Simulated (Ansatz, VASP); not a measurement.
Given: the input of a run of Ansatz 0.2.0 on BaS.

input

```
crystal:
  lattice:
    - [0.0, 3.2563884516, 3.2563884516]
    - [3.2563884516, 0.0, 3.2563884516]
    - [3.2563884516, 3.2563884516, 0.0]
  atoms:
    - { symbol: Ba, position: [0.0, 0.0, 0.0] }
    - { symbol: S, position: [0.5, 0.5, 0.5] }
hamiltonian:
  xc: hse06
  pseudopotentials: { kind: paw }
kpoints:
  mp_grid: { grid: [4, 4, 4] }
scf:
  occupations: { method: fermi_dirac, width: 0.05 }
output:
  forces: true
  stress: true
  eigenvalues: true
```

Task: Set up the same calculation for VASP 6.6.1. Potentials there: VASP PAW PBE potentials, release 64 (Ba_sv, S).

Result: As run (the cutoff follows the program's own potentials):

POSCAR

```
BaS
1.0
    0.0000000000      3.2563884516      3.2563884516
    3.2563884516      0.0000000000      3.2563884516
    3.2563884516      3.2563884516      0.0000000000
Ba S
1 1
Direct
    0.0000000000      0.0000000000      0.0000000000
    0.5000000000      0.5000000000      0.5000000000
```

INCAR.step1

```
PREC = Accurate
ENCUT = 520
EDIFF = 1E-5
ISMEAR = -1
SIGMA = 0.05
LREAL = F
LASPH = T
NELM = 60
ALGO = Normal
ISIF = 2
LWAVE = T
LCHARG = F
GGA = PE
NBANDS = 15
```

The input INCAR.step2:

```
PREC = Accurate
ENCUT = 520
EDIFF = 1E-7
ISMEAR = -1
SIGMA = 0.05
LREAL = F
LASPH = T
NELM = 60
ALGO = Normal
ISIF = 2
LWAVE = F
LCHARG = F
GGA = PE
LHFCALC = T
HFSCREEN = 0.2079
PRECFOCK = Normal
ISTART = 1
NBANDS = 15
```

Contents of KPOINTS:

```
Automatic mesh
0
Gamma
  4 4 4
```

Potentials or basis: VASP PAW PBE potentials, release 64 (Ba_sv, S).

Run with:

```bash
$ cat potpaw_PBE.64/Ba_sv/POTCAR potpaw_PBE.64/S/POTCAR > POTCAR
$ cp INCAR.step1 INCAR
$ mpirun -np 1 vasp_std > vasp.out
$ cp INCAR.step2 INCAR
$ mpirun -np 1 vasp_std > vasp.out
```

Both were run:

|  | VASP | Ansatz | Ansatz less VASP |
| --- | --- | --- | --- |
| gap on the k mesh at the Fermi level (eV) | 3.11 | 3.19 | +0.082 |
| least direct gap on the mesh (eV) | 3.29 | 3.35 | +0.058 |
| pressure (GPa) | -1.5 | -1.9 | -0.43 |

Neither program's run includes spin-orbit coupling.
